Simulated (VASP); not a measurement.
Here is a VASP 6.6.1 calculation.

The input INCAR:

```
SYSTEM = Pb
ALGO = Normal ; EDIFF = 1E-8
ENCUT = 520 ; GGA = PS
ISIF = 2 ; ISMEAR = -1
LASPH = .TRUE. ; LCHARG = .FALSE.
LEFG = .TRUE. ; LREAL = .FALSE.
LWAVE = .FALSE. ; NBANDS = 21
NELM = 100 ; PREC = Accurate
SIGMA = 0.05
```

File KPOINTS:

```
k-points
0
G
  12 12 7
  0 0 0
```

The input POSCAR:

```
Pb
1.0
    3.4566442775      0.0000000000      0.0000000000
   -1.7283221388      2.9935417561      0.0000000000
    0.0000000000      0.0000000000      5.5524820910
Pb
2
Direct
    0.3333333333      0.6666666667      0.2500000000
    0.6666666667      0.3333333333      0.7500000000
```

Potentials or basis: VASP PAW PBE potentials, release 64 (Pb_d).

Launch:

```console
$ cat potpaw_PBE.64/Pb_d/POTCAR > POTCAR
$ mpirun -np 1 vasp_std > vasp.out
```

Question: What does it give for the pressure?

Answer: 1.9 GPa.

Question: Estimate the band gap on the k mesh.

Answer: Zero (bands 14 and 15 overlap by 7.88 eV).

Stress tensor (GPa, compression positive):
```
1.94 0.00 0.00
0.00 1.94 0.00
0.00 0.00 1.82
```

Caveat: without QUAD_EFG the Cq values of the log hold for a quadrupole moment of 1 mb, not for the nuclei; the PAW data sets were made with another functional, which shifts forces and pressure a little; spin-orbit coupling is left out, which moves the levels of the heavy elements.
